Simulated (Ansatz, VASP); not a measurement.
**WS2: VASP beside Ansatz**

```
CELL_PARAMETERS angstrom
3.26719 0.00000 0.00000
-1.63360 2.82947 0.00000
0.00000 0.00000 24.47849
ATOMIC_POSITIONS crystal
W 0.33333 0.66667 0.63457
W 0.66667 0.33333 0.36543
S 0.33333 0.66667 0.29897
S 0.66667 0.33333 0.56805
S 0.33333 0.66667 0.43195
S 0.66667 0.33333 0.70103
```

Alike in both runs: task single point; functional PBEsol; k mesh 12 × 12 × 2; occupations gaussian, width 0.05 eV; no spin polarisation.

```csv
,VASP,Ansatz
version,VASP 6.6.1,Ansatz 0.2.0
potentials or method,"VASP PAW PBE potentials, release 64 (W_sv, S), cutoff 520 eV","scalar-relativistic, plane waves, PAW"
valence electrons in the cell,52,52
```

|  | VASP | Ansatz | Ansatz less VASP |
| --- | --- | --- | --- |
| gap on the k mesh at the Fermi level (eV) | 1.47 | 1.46 | -0.009 |
| least direct gap on the mesh (eV) | 1.64 | 1.64 | -0.002 |
| rms of the force components (eV/Å) | 0.824 | 0.832 | +0.0074 |

VASP's potentials were made for PBE, not for PBEsol, and Ansatz warns of the same on its side. Atom by atom the forces differ by 0.007 eV/Å (rms over components).

Neither program's run includes spin-orbit coupling.
